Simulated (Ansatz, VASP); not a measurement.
## GaS5 in VASP and in Ansatz

```xyz
6
Lattice="5.9349 0.0000 0.0000 -2.9674 5.1397 0.0000 0.0000 0.0000 3.8271" Properties=species:S:1:pos:R:3 pbc="T T T"
Ga    0.0000    0.0000    0.0000
S     0.0000    3.4265    0.0000
S     2.9674    1.7132    0.0000
S     2.9674    0.0000    1.9135
S     1.4837    2.5699    1.9135
S    -1.4837    2.5699    1.9135
```

Change from the starting cell: species swapped into the CaCu5 type (P6/mmm, No. 191).

Alike in both runs: task relaxation of cell and atoms; functional PBE; k mesh 6 × 6 × 10; occupations gaussian, width 0.1 eV; no spin polarisation.

```csv
,VASP,Ansatz
version,VASP 6.6.1,Ansatz 0.2.0
potentials or method,"VASP PAW PBE potentials, release 64 (Ga_d, S), cutoff 600 eV","scalar-relativistic, plane waves, PAW"
valence electrons in the cell,43,43
```

VASP gave:

- gap on the k mesh at the Fermi level, each at its own relaxed structure (eV): none
- relaxed volume (Å³/atom): 20.32
- relaxed length of the cell vector where the two differ most in proportion (Å): 3.302

Question: What did Ansatz give for the same quantities?

Answer: gap on the k mesh at the Fermi level, each at its own relaxed structure (eV): none; relaxed volume (Å³/atom): 20.35; relaxed length of the cell vector where the two differ most in proportion (Å): 3.306.

A gap of «none» marks a metal or a gap that the smearing closes.
